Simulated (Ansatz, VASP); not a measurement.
## K in VASP and in Ansatz

File INCAR:

```
SYSTEM = K
ALGO = Normal
EDIFF = 1E-6
ENCUT = 520
GGA = RE
ISIF = 2
ISMEAR = -1
LASPH = .TRUE.
LCHARG = .FALSE.
LREAL = .FALSE.
LWAVE = .FALSE.
NBANDS = 16
NELM = 60
PREC = Accurate
SIGMA = 0.1
```

File KPOINTS:

```
k-points
0
G
  6 6 6
  0 0 0
```

The input POSCAR:

```
K
1.0
    0.0000000000      4.9621559076      4.9621559076
    4.9621559076      0.0000000000      4.9621559076
    4.9621559076      4.9621559076      0.0000000000
K
2
Direct
    0.1250000000      0.1250000000      0.1250000000
    0.8750000000      0.8750000000      0.8750000000
```

Input for Ansatz:

```yaml
crystal:
  lattice:
    - [0.0, 4.9621559076, 4.9621559076]
    - [4.9621559076, 0.0, 4.9621559076]
    - [4.9621559076, 4.9621559076, 0.0]
  atoms:
    - { symbol: K, position: [0.125, 0.125, 0.125] }
    - { symbol: K, position: [0.875, 0.875, 0.875] }
hamiltonian:
  xc: revpbe
  pseudopotentials:
    kind: paw
    azcp:
      K: "pseudopotentials/K.paw.azcp"
basis:
  ecutwfc: 420
  fft_grid_basis: typed
kpoints:
  mp_grid: { grid: [6, 6, 6], shift: [0, 0, 0] }
magnetization:
  spin_polarized: false
scf:
  occupations: { method: fermi_dirac, width: 0.1 }
  lower_state_search: "off"
output:
  stress: true
  write_density: true
  write_potential: true
  elf: true
  volumetric_format: npy
```

Alike in both runs: task single point; functional revPBE; k mesh 6 × 6 × 6; occupations fermi-dirac, width 0.1 eV; no spin polarisation.

|  | VASP | Ansatz |
| --- | --- | --- |
| version | VASP 6.6.1 | Ansatz 0.2.0 |
| potentials or method | VASP PAW PBE potentials, release 64 (K_sv), cutoff 520 eV | plane waves (420 eV) with PAW, scalar-relativistic |
| valence electrons in the cell | 18 | 18 |

|  | VASP | Ansatz | Ansatz less VASP |
| --- | --- | --- | --- |
| pressure (GPa) | 0.0 | 0.0 | +0.01 |

VASP's potentials were made for PBE, not for revPBE. The functional is the same, so the differences come from potentials, cutoffs and numerics.
